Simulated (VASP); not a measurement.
# Si (P6_3/mmc) in VASP: a series of runs

The runs below take Si through single point, with LDA.

Everything below comes from runs of VASP 6.6.1. Logs are shortened: lines on timing, memory, paths and dates and some standing lists are left out, and cuts for length are marked.

## Step 1: The cell of the first run

It takes space group P6_3/mmc (No. 194, hexagonal). Conventional cell: a = 3.859 Å, b = 3.859 Å, c = 6.257 Å, α = 90.00°, β = 90.00°, γ = 120.00°. Within 3.1 Å of Si (site symmetry 3m) lie 4 Si at 2.36 Å.

This isn't the form of Si at room conditions, which is diamond.

## Step 2: Single point, LDA

Input file INCAR:

```
ALGO = Normal
EDIFF = 1E-6
ENCUT = 520
ISIF = 2
ISMEAR = 0
LASPH = T
LCHARG = F
LREAL = F
LWAVE = F
NBANDS = 16
NELM = 80
PREC = Accurate
SIGMA = 0.02
```

Input file KPOINTS:

```
k-points
0
Gamma
  12 12 6
```

Input file POSCAR:

```
Si
1.0
    3.8590051116      0.0000000000      0.0000000000
   -1.9295025558      3.3419964599      0.0000000000
    0.0000000000      0.0000000000      6.2571300522
Si
4
Direct
    0.3333333333      0.6666666667      0.0617033206
    0.6666666667      0.3333333333      0.5617033206
    0.3333333333      0.6666666667      0.4382966794
    0.6666666667      0.3333333333      0.9382966794
```

Potentials or basis: VASP PAW LDA potentials, release 64 (Si).

Command:

```bash
$ cat potpaw_LDA.64/Si/POTCAR > POTCAR
$ mpirun -np 1 vasp_std > vasp.out
```

OUTCAR:

```text
EDIFF = 1E-6
   ENCUT = 520
   ISIF = 2
   ISMEAR = 0
   LASPH = T
   LREAL = F
   NELM = 80
   PREC = Accurate

 ion  position               nearest neighbor table
   1  0.333  0.667  0.062-   3 2.36   4 2.36   4 2.36   4 2.36
   2  0.667  0.333  0.562-   4 2.36   3 2.36   3 2.36   3 2.36
   3  0.333  0.667  0.438-   1 2.36   2 2.36   2 2.36   2 2.36
   4  0.667  0.333  0.938-   2 2.36   1 2.36   1 2.36   1 2.36

  LATTYP: Found a hexagonal cell.
 ALAT       =     3.8590051116
 C/A-ratio  =     1.6214360622

  Lattice vectors:

 A1 = (   3.8590051116,   0.0000000000,   0.0000000000)
 A2 = (  -1.9295025558,   3.3419964599,   0.0000000000)
 A3 = (   0.0000000000,   0.0000000000,   6.2571300522)

Analysis of symmetry for initial positions (statically):
=====================================================================
 Subroutine PRICEL returns:
 Original cell was already a primitive cell.

 Routine SETGRP: Setting up the symmetry group for a
 hexagonal supercell.

 Subroutine GETGRP returns: Found 24 space group operations
 (whereof 12 operations were pure point group operations)
 out of a pool of 24 trial point group operations.

The static configuration has the point symmetry D_3d.
 The point group associated with its full space group is D_6h.

Analysis of symmetry for dynamics (positions and initial velocities):
=====================================================================
 Subroutine PRICEL returns:
 Original cell was already a primitive cell.

 Routine SETGRP: Setting up the symmetry group for a
 hexagonal supercell.

 Subroutine GETGRP returns: Found 24 space group operations
 (whereof 12 operations were pure point group operations)
 out of a pool of 24 trial point group operations.

The dynamic configuration has the point symmetry D_3d.
 The point group associated with its full space group is D_6h.

 Subroutine INISYM returns: Found 24 space group operations
 (whereof 12 operations are pure point group operations),
 and found     1 'primitive' translations

----------------------------------------------------------------------------------------

                                     Primitive cell

  volume of cell :      80.6968

  direct lattice vectors                    reciprocal lattice vectors
     3.859005112  0.000000000  0.000000000     0.259134148  0.149611170  0.000000000
    -1.929502556  3.341996460  0.000000000     0.000000000  0.299222340  0.000000000
     0.000000000  0.000000000  6.257130052     0.000000000  0.000000000  0.159817679

  length of vectors
     3.859005112  3.859005112  6.257130052     0.299222340  0.299222340  0.159817679

  position of ions in fractional coordinates (direct lattice)
     0.333333333  0.666666667  0.061703321
     0.666666667  0.333333333  0.561703321
     0.333333333  0.666666667  0.438296679
     0.666666667  0.333333333  0.938296679

  ion indices of the primitive-cell ions
   primitive index   ion index
                 1           1
                 2           2
                 3           3
                 4           4

----------------------------------------------------------------------------------------

 KPOINTS: k-points

Automatic generation of k-mesh.
 Grid dimensions read from file:
 generate k-points for:   12   12    6

 Generating k-lattice:

  Cartesian coordinates                     Fractional coordinates (reciprocal lattice)
     0.021594512  0.012467597  0.000000000     0.083333333 -0.000000000  0.000000000
     0.000000000  0.024935195  0.000000000     0.000000000  0.083333333  0.000000000
     0.000000000  0.000000000  0.026636280     0.000000000  0.000000000  0.166666667

  Length of vectors
     0.024935195  0.024935195  0.026636280

  Shift w.r.t. Gamma in fractional coordinates (k-lattice)
     0.000000000  0.000000000  0.000000000

 Subroutine IBZKPT returns following result:
 ===========================================

 Found     76 irreducible k-points:

 Following reciprocal coordinates:
            Coordinates               Weight
  0.000000  0.000000  0.000000      1.000000
  0.083333 -0.000000  0.000000      6.000000
  0.166667 -0.000000  0.000000      6.000000
  0.250000 -0.000000  0.000000      6.000000
  0.333333  0.000000  0.000000      6.000000
  0.416667 -0.000000  0.000000      6.000000
[... 16 lines left out ...]
  0.250000 -0.000000  0.166667     12.000000
  0.333333  0.000000  0.166667     12.000000
 [... further k-points ...]
   k-points           NKPTS =     76   k-points in BZ     NKDIM =     76   number of bands    NBANDS=     16
   number of dos      NEDOS =    301   number of ions     NIONS =      4
   total plane-waves  NPLWV =  43200
   dimension x,y,z NGX =    30 NGY =   30 NGZ =   48
   dimension x,y,z NGXF=    60 NGYF=   60 NGZF=   96
   ions per type =               4
   NGX,Y,Z   is equivalent  to a cutoff of  12.92, 12.92, 12.75 a.u.
   NGXF,Y,Z  is equivalent  to a cutoff of  25.85, 25.85, 25.51 a.u.
 SYSTEM =  unknown system
   PREC   = accura    normal or accurate (medium, high low for compatibility)
   ISTART =      0    job   : 0-new  1-cont  2-samecut
   ICHARG =      2    charge: 1-file 2-atom 10-const
   ISPIN  =      1    spin polarized calculation?
   LNONCOLLINEAR =      F non collinear calculations
   LSORBIT =      F    spin-orbit coupling
   LASPH  =      T    aspherical Exc in radial PAW
   ENCUT  =  520.0 eV  38.22 Ry    6.18 a.u.   7.18  7.18 11.63*2*pi/ulx,y,z
   NELM   =     80;   NELMIN=  2; NELMDL= -5     # of ELM steps
   EDIFF  = 0.1E-05   stopping-criterion for ELM
   LREAL  =      F    real-space projection
   EDIFFG = 0.1E-04   stopping-criterion for IOM
   NSW    =      0    number of steps for IOM
   IBRION =     -1    ionic relax: 0-MD 1-quasi-New 2-CG
   NFREE  =      0    steps in history (QN), initial steepest desc. (CG)
   ISIF   =      2    stress and relaxation
   ISYM   =      2    0-nonsym 1-usesym 2-fastsym
   POTIM  = 0.5000    time-step for ionic-motion
   TEBEG  =    0.0;   TEEND  =   0.0 temperature during run
   PSTRESS=    0.0 pullay stress
   NELECT =      16.0000    total number of electrons
   NUPDOWN=      -1.0000    fix difference up-down
   EMIN   =  10.00;   EMAX   =-10.00  energy-range for DOS
   EFERMI =   0.00;   METHOD = LEGACY
   ISMEAR =     0;   SIGMA  =   0.02  broadening in eV -4-tet -1-fermi 0-gaus
   EFERMI_NEDOS =   21; number of points for ismear=-14 and -15
   IALGO  =     38    algorithm
   IMIX   =      4    mixing-type and parameters
     AMIX     =   0.40;   BMIX     =  1.00
     AMIX_MAG =   1.60;   BMIX_MAG =  1.00
  volume/ion in A,a.u.               =      20.17       136.14
  Fermi-wavevector in a.u.,A,eV,Ry     =   0.954617  1.803965 12.398911  0.911294
  Thomas-Fermi vector in A             =   2.083380
   LORBIT       =      0    0 simple, 1 ext, 2 COOP (PROOUT), +10 PAW based schemes
   GGA     = CA    functional components
   LHFCALC =     F    Hartree Fock is set to
   AEXX    =    0.0000 exact exchange contribution
   IVDW    =     0    specifies the selected vdW correction
   LEPSILON=     F    determine dielectric tensor
   LRPA    =     F    only Hartree local field effects (RPA)
 non-spin polarized calculation
 Gauss-broadening in eV      SIGMA  =   0.02
  energy-cutoff  :      520.00
  volume of cell :       80.70
 maximum number of plane-waves:      2202
 NGX is ok and might be reduce to    30
   NGX = 15   NGY = 15   NGZ = 23

 number of electron      16.0000000 magnetization

 Free energy of the ion-electron system (eV)
  ---------------------------------------------------
  ext. energy  EPLUGINS =         0.00000000
  ---------------------------------------------------
  free energy    TOTEN  =       -23.77604396 eV

  energy without entropy =      -23.77604396  energy(sigma->0) =      -23.77604396

 E-fermi :   6.0454     XC(G=0):  -9.5715

 val. band max:        5.9042547303   @ k =   0.0000   0.0000   0.0000
 cond. band min:       6.1596309202   @ k =   0.5000  -0.0000   0.0000
 fundamental gap:      0.2553761899
 Fermi energy:         6.0453950231

 k-point     1 :       0.0000    0.0000    0.0000
  band No.  band energies     occupation
      1      -6.2295      2.00000
      2      -3.8454      2.00000
      3      -1.2431      2.00000
      4       4.3171      2.00000
      5       4.3171      2.00000
      6       5.7068      2.00000
[... 8 lines left out ...]
     15      10.0586      0.00000
     16      11.7765      0.00000

 k-point     2 :       0.0833   -0.0000    0.0000
  band No.  band energies     occupation
      1      -6.1500      2.00000
      2      -3.7644      2.00000
      3      -1.2022      2.00000
      4       3.6185      2.00000
      5       4.1517      2.00000
      6       5.2802      2.00000
[... 8 lines left out ...]
     15      10.3612      0.00000
     16      11.2747      0.00000

 k-point     3 :       0.1667   -0.0000    0.0000
  band No.  band energies     occupation
      1      -5.9137      2.00000
      2      -3.5233      2.00000
      3      -1.1085      2.00000
      4       2.4499      2.00000
      5       3.7838      2.00000
      6       4.0674      2.00000
[... 8 lines left out ...]
     15      11.1611      0.00000
     16      11.4170      0.00000

 k-point     4 :       0.2500   -0.0000    0.0000
  band No.  band energies     occupation
      1      -5.5281      2.00000
      2      -3.1282      2.00000
      3      -1.0935      2.00000
      4       1.4561      2.00000
      5       2.7796      2.00000
      6       3.3954      2.00000
[... 8 lines left out ...]
     15      11.8371      0.00000
     16      12.2865      0.00000
[... 324 lines left out ...]
 k-point    22 :       0.1667   -0.0000    0.1667
  band No.  band energies     occupation
      1      -5.8217      2.00000
      2      -3.8771      2.00000
      3      -0.6057      2.00000
      4       2.5537      2.00000
      5       3.6503      2.00000
      6       3.8586      2.00000
[... 8 lines left out ...]
     15      11.0312      0.00000
     16      11.4106      0.00000

 k-point    23 :       0.2500   -0.0000    0.1667
  band No.  band energies     occupation
      1      -5.4368      2.00000
      2      -3.4951      2.00000
      3      -0.6443      2.00000
      4       1.6243      2.00000
      5       2.4315      2.00000
      6       3.4714      2.00000
[... 8 lines left out ...]
     15      11.9045      0.00000
     16      12.1463      0.00000

 k-point    24 :       0.3333    0.0000    0.1667
  band No.  band energies     occupation
      1      -4.9231      2.00000
      2      -2.9982      2.00000
      3      -1.0947      2.00000
      4       1.2272      2.00000
      5       1.3468      2.00000
      6       3.1582      2.00000
[... 8 lines left out ...]
     15      12.8742      0.00000
     16      12.9043      0.00000

 [... further k-points ...]

------------------------ aborting loop because EDIFF is reached ----------------------------------------

  FORCE on cell =-STRESS in cart. coord.  units (eV):
  Direction    XX          YY          ZZ          XY          YZ          ZX
  --------------------------------------------------------------------------------------
  -------------------------------------------------------------------------------------
  Total       -1.6495063     -1.6495063      0.0246747     -0.0000000     -0.0000000      0.0000000
  in kB      -32.7497535    -32.7497535      0.4898991     -0.0000000     -0.0000000      0.0000000
  external PRESSURE =     -21.6698693 kB  Pullay stress =       0.0000000 kB

 VOLUME and BASIS-vectors are now :
 -----------------------------------------------------------------------------
  energy-cutoff  :      520.00
  volume of cell :       80.70
      direct lattice vectors                 reciprocal lattice vectors
     3.859005112  0.000000000  0.000000000     0.259134148  0.149611170  0.000000000
    -1.929502556  3.341996460  0.000000000     0.000000000  0.299222340  0.000000000
     0.000000000  0.000000000  6.257130052     0.000000000  0.000000000  0.159817679

 POSITION                                       TOTAL-FORCE (eV/Angst)
 -----------------------------------------------------------------------------------
     -0.00000      2.22800      0.38609        -0.000000      0.000000     -0.000236
      1.92950      1.11400      3.51465        -0.000000      0.000000     -0.000236
     -0.00000      2.22800      2.74248         0.000000      0.000000      0.000236
      1.92950      1.11400      5.87104         0.000000     -0.000000      0.000236
 -----------------------------------------------------------------------------------
    total drift:                               -0.000000      0.000000     -0.000000

  FREE ENERGIE OF THE ION-ELECTRON SYSTEM (eV)
  ---------------------------------------------------
  free  energy   TOTEN  =       -23.7760439630 eV

  energy  without entropy=      -23.7760439630  energy(sigma->0) =      -23.77604396
```

Run time: 44 s. Hardware: 1 thread of Intel Xeon Platinum 8488C (Sapphire Rapids), shared host; peak memory 0.2 GiB.

What came out:

* Free energy: -23.7760 eV
* Pressure: -2.2 GPa
* Band gap on the k mesh: 0.26 eV (least direct gap 0.73 eV)

A k mesh can miss the band edges.

## Step 3: Single point, LDA (biaxial strain in the a-b plane: +3.0 %)

Input file INCAR:

```
SYSTEM = Si
PREC = Accurate
ENCUT = 520
EDIFF = 1E-7
ISMEAR = 0
SIGMA = 0.02
LREAL = .False.
LASPH = .True.
NELM = 100
ALGO = Normal
ISIF = 2
LWAVE = .False.
LCHARG = .True.
LELF = .True.
LVHAR = .True.
NBANDS = 16
```

Input file KPOINTS:

```
regular mesh
0
Gamma
  12 12 6
  0 0 0
```

Input file POSCAR:

```
Si
1.0
    3.9160347437      0.0000000000      0.0000000000
   -1.9580173719      3.3913855702      0.0000000000
    0.0000000000      0.0000000000      6.1759160430
Si
4
Direct
    0.3333333333      0.6666666667      0.0617033206
    0.6666666667      0.3333333333      0.5617033206
    0.3333333333      0.6666666667      0.4382966794
    0.6666666667      0.3333333333      0.9382966794
```

Potentials or basis: VASP PAW LDA potentials, release 64 (Si).

Command:

```bash
$ cat potpaw_LDA.64/Si/POTCAR > POTCAR
$ mpirun -np 1 vasp_std > vasp.out
```

Run time: 2.8 min. Hardware: 1 thread of Intel Xeon Platinum 8375C at 2.90GHz (Ice Lake), shared host; peak memory 0.2 GiB.

The run converged. Its results:

| Property | Result |
| --- | --- |
| Free energy | -23.6937 eV |
| Pressure | -3.3 GPa |
| Largest force | 0.297 eV/Å |
| Band gap on the k mesh | 0.15 eV (least direct gap 0.37 eV) |

Forces on the atoms (eV/Å):
```
Si   0.000  0.000 -0.297
Si   0.000  0.000 -0.297
Si   0.000  0.000  0.297
Si   0.000  0.000  0.297
```

Stress tensor (GPa, compression positive):
```
-6.44  0.00  0.00
 0.00 -6.44  0.00
 0.00  0.00  2.86
```

Levels at points of the mesh, in eV from the valence-band top:
```tsv
k point	band 4	band 5	band 6	band 7	band 8	band 9	band 10	band 11	band 12	band 13
(0.00, 0.00, 0.00)	-1.72	-1.72	-0.20	0.00	0.00	0.37	1.75	1.75	2.94	3.07
(0.50, 0.00, 0.00)	-5.73	-4.62	-3.16	-2.96	-1.33	0.15	2.30	2.95	3.10	4.99
(0.00, 0.00, 0.50)	-3.95	-1.07	-1.07	-1.07	-1.07	1.29	1.29	2.82	2.82	2.82
(0.50, 0.00, 0.50)	-7.16	-2.46	-2.46	-2.23	-2.23	0.83	0.83	1.82	1.82	5.65
```

Caveat: the cell differs from its parent crystal (biaxial strain in the a-b plane: +3.0 %); the stress differs along the axes, from -6 to 3 GPa. A k mesh can miss the band edges.
